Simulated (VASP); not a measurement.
Wanted: the native input for a VASP 6.6.1 run.

| Item | Value |
| --- | --- |
| Task | single point |
| Functional | PBE |
| Potentials or basis | VASP PAW PBE potentials, release 64 (Si, C) |
| Cutoff | 520 eV |
| k mesh | 12 × 12 × 12 |
| Occupations | gaussian, width 0.05 eV |
| Spin | no spin polarisation |
| Dipole correction | no |
| Further INCAR settings | ALGO = Normal; EDIFF = 1e-06; NBANDS = 11 |

The structure of SiC lies in POSCAR:

```
SiC
1.0
    0.0000000000      2.2261145025      2.2261145025
    2.2261145025      0.0000000000      2.2261145025
    2.3243603559      2.3243603559     -0.0982458534
Si C
1 1
Direct
    0.0000000000      0.0000000000      0.0000000000
    0.7500000000      0.7500000000      0.7500000000
```

The input as run:

INCAR

```
PREC = Accurate
ENCUT = 520
EDIFF = 1E-6
ISMEAR = 0
SIGMA = 0.05
LREAL = False
LASPH = True
NELM = 60
ALGO = Normal
ISIF = 2
LWAVE = False
LCHARG = False
GGA = PE
NBANDS = 11
```

KPOINTS

```
Automatic mesh
0
Gamma
  12 12 12
```

Potentials or basis: VASP PAW PBE potentials, release 64 (Si, C).

Command:

```sh
$ cat potpaw_PBE.64/Si/POTCAR potpaw_PBE.64/C/POTCAR > POTCAR
$ mpirun -np 1 vasp_std > vasp.out
```

It gave:

* Pressure: -18.3 GPa
* Largest force: 0.023 eV/Å
* Band gap on the k mesh: 1.30 eV, indirect (least direct gap 3.94 eV)

Wall time 39 s on 1 thread of Intel Xeon 6975P-C, on a shared host, peak memory 0.17 GiB.
